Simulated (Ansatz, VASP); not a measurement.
# Two plane-wave programs on Co

INCAR

```
  ALGO = Normal
  EDIFF = 1E-7
  ENCUT = 520
  GGA = PS
  ISIF = 2
  ISMEAR = 0
  ISPIN = 2
  LASPH = True
  LCHARG = False
  LMAXMIX = 4
  LORBIT = 11
  LREAL = False
  LWAVE = False
  MAGMOM = 1.8 1.8
  NBANDS = 20
  NELM = 150
  PREC = Accurate
  SIGMA = 0.15
```

KPOINTS

```
k-points
0
Gamma
  30 30 16
```

File POSCAR:

```
Co
1.0
    2.4167956614      0.0000000000      0.0000000000
   -1.2083978307      2.0930064385      0.0000000000
    0.0000000000      0.0000000000      4.1006485964
Co
2
Direct
    0.3333333333      0.6666666667      0.2500000000
    0.6666666667      0.3333333333      0.7500000000
```

Input for Ansatz:

```yaml
crystal:
  lattice:
    - [2.4167956614, 0.0, 0.0]
    - [-1.2083978307, 2.0930064385, 0.0]
    - [0.0, 0.0, 4.1006485964]
  atoms:
    - { symbol: Co, position: [0.3333333333, 0.6666666667, 0.25], spin: 1.8 }
    - { symbol: Co, position: [0.6666666667, 0.3333333333, 0.75], spin: 1.8 }
basis:
  ecutwfc: 420
kpoints:
  mp_grid: { grid: [30, 30, 16] }
hamiltonian:
  xc: pbesol
scf:
  occupations: { method: gaussian, width: 0.15 }
output:
  forces: true
  stress: true
  eigenvalues: true
  populations: true
magnetization:
  spin_polarized: true
```

Alike in both runs: task single point; functional PBEsol; k mesh 30 × 30 × 16; occupations gaussian, width 0.15 eV; collinear spin.

```csv
,VASP,Ansatz
version,VASP 6.6.1,Ansatz 0.2.0
potentials or method,"VASP PAW PBE potentials, release 64 (Co), cutoff 520 eV","scalar-relativistic, plane waves, PAW"
valence electrons in the cell,18,34
```

```tsv
	VASP	Ansatz	Ansatz less VASP
gap on the k mesh at the Fermi level (eV)	none	none	-
pressure (GPa)	-0.1	0.9	+0.93
traceless stress, the component that is largest in VASP (GPa)	-10.81	-11.05	-0.239
net moment per atom (μB)	1.58	1.59	+0.006
size of the moment on the site where the two differ most (μB)	1.59	1.65	+0.063
```

VASP's potentials were made for PBE, not for PBEsol. Site moments also hang on the region over which each program counts them. A gap of «none» marks a metal or a gap that the smearing closes. VASP's potentials hold 18 valence electrons a cell and Ansatz's 34, so a difference there can come from the potentials and not from the codes.
